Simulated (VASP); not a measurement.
Sr, 1 atom in the cell. It takes space group Fm-3m (No. 225, cubic). Conventional cell: a = 5.435 Å, b = 5.435 Å, c = 5.435 Å, α = 90.00°, β = 90.00°, γ = 90.00°. Within 5.0 Å of Sr (site symmetry m-3m) lie 12 Sr at 3.84 Å. 

- Program: VASP 6.6.1
- Task: relaxation of cell and atoms
- Functional: PBE
- Potentials or basis: VASP PAW PBE potentials, release 64 (Sr_sv)
- Cutoff: 600 eV
- k mesh: 14 × 14 × 14
- Occupations: gaussian, width 0.1 eV
- Spin: no spin polarisation
- Target pressure: 12 GPa
- Dipole correction: no
- Further INCAR settings: ALGO = Normal; EDIFF = 1e-06; IBRION = 2; EDIFFG = -0.008; NSW = 70; ISIF = 3

Potentials or basis: VASP PAW PBE potentials, release 64 (Sr_sv).

Run with:

```sh
$ cat potpaw_PBE.64/Sr_sv/POTCAR > POTCAR
$ mpirun -np 1 vasp_std > vasp.out
```

Hardware: 1 thread of AMD EPYC 7R43 64-Core Processor (Zen 3), on a shared host.

How long does it take, and how much memory?

It took 96 s on 1 thread of AMD EPYC 7R43 64-Core Processor (Zen 3), with other jobs on the host, peak memory 0.17 GiB. Counts: scf iterations 30, k points 104, ion steps 3.
